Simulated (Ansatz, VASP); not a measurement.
**One calculation of Mo, two programs**

```
Mo
1.0
    -1.56750    1.56750    1.56750
     1.56750   -1.56750    1.56750
     1.56750    1.56750   -1.56750
Mo
1
Direct
  0.00000 0.00000 0.00000
```

Alike in both runs: task single point; functional PBEsol; k mesh 18 × 18 × 18; occupations methfessel-paxton of order 1, width 0.1 eV; no spin polarisation.

```csv
,VASP,Ansatz
version,VASP 6.6.1,Ansatz 0.2.0
potentials or method,"VASP PAW PBE potentials, release 64 (Mo_sv)","scalar-relativistic, plane waves, PAW"
plane-wave cutoff (eV),520,420
valence electrons in the cell,14,14
```

|  | VASP | Ansatz | Ansatz less VASP |
| --- | --- | --- | --- |
| gap on the k mesh at the Fermi level (eV) | none | none | - |
| pressure (GPa) | -1.0 | -1.6 | -0.54 |

VASP's potentials were made for PBE, not for PBEsol. A gap of «none» marks a metal or a gap that the smearing closes.
